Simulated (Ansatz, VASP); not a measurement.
## SiO2 in VASP and in Ansatz

Contents of INCAR:

```
PREC = Accurate
ENCUT = 600
EDIFF = 1E-7
ISMEAR = -1
SIGMA = 0.02
LREAL = F
LASPH = T
NELM = 60
ALGO = Normal
ISIF = 3
LWAVE = F
LCHARG = F
GGA = CA
IBRION = 2
NSW = 80
EDIFFG = -0.01
```

Contents of KPOINTS:

```
Automatic mesh
0
Gamma
  6 6 6
```

File POSCAR:

```
SiO2
1.0
    5.0130000000      0.0000000000      0.0000000000
   -2.5065000000      4.3413853500      0.0000000000
    0.0000000000      0.0000000000      5.4700000000
Si O
3 6
Direct
    0.5000000000      0.5000000000      0.3333333300
    0.0000000000      0.5000000000      0.6666666700
    0.5000000000      0.0000000000      0.0000000000
    0.1970000000      0.8030000000      0.8333333300
    0.3940000000      0.1970000000      0.1666666700
    0.1970000000      0.3940000000      0.5000000000
    0.8030000000      0.1970000000      0.8333333300
    0.6060000000      0.8030000000      0.1666666700
    0.8030000000      0.6060000000      0.5000000000
```

Input for Ansatz:

```yaml
crystal:
  lattice:
    - [5.013, 0.0, 0.0]
    - [-2.5065, 4.34138535, 0.0]
    - [0.0, 0.0, 5.47]
  atoms:
    - { symbol: Si, position: [0.5, 0.5, 0.33333333] }
    - { symbol: Si, position: [0.0, 0.5, 0.66666667] }
    - { symbol: Si, position: [0.5, 0.0, 0.0] }
    - { symbol: O, position: [0.197, 0.803, 0.83333333] }
    - { symbol: O, position: [0.394, 0.197, 0.16666667] }
    - { symbol: O, position: [0.197, 0.394, 0.5] }
    - { symbol: O, position: [0.803, 0.197, 0.83333333] }
    - { symbol: O, position: [0.606, 0.803, 0.16666667] }
    - { symbol: O, position: [0.803, 0.606, 0.5] }
  symmetry: { tolerance: 0.0003 }
hamiltonian:
  xc: lda
  pseudopotentials: { kind: paw, azcp: { folder: soft_1 } }
basis:
  ecutwfc: 420
magnetization:
  spin_polarized: false
scf:
  occupations: { method: fermi_dirac, width: 0.02 }
kpoints:
  mp_grid: { grid: [6, 6, 6], shift: [0, 0, 0] }
output:
  forces: true
  stress: true
  eigenvalues: true
relax:
  max_steps: 60
  cell: {}
```

Alike in both runs: task relaxation of cell and atoms; functional LDA; k mesh 6 × 6 × 6; occupations fermi-dirac, width 0.02 eV; no spin polarisation.

```csv
,VASP,Ansatz
version,VASP 6.6.1,Ansatz 0.2.0
potentials or method,"VASP PAW LDA potentials, release 64 (Si, O), cutoff 600 eV",PAW plane waves
valence electrons in the cell,48,48
```

|  | VASP | Ansatz | Ansatz less VASP |
| --- | --- | --- | --- |
| gap on the k mesh at the Fermi level, each at its own relaxed structure (eV) | 5.49 | 5.50 | +0.010 |
| relaxed volume (Å³/atom) | 13.54 | 13.51 | -0.029 |
| relaxed length of the cell vector where the two differ most in proportion (Å) | 5.044 | 5.040 | -0.0039 |

Ansatz warns that its potentials were made for another functional, while VASP's fit it. LDA's correlation is that of Perdew and Zunger in VASP and of Perdew and Wang (1992) in Ansatz.
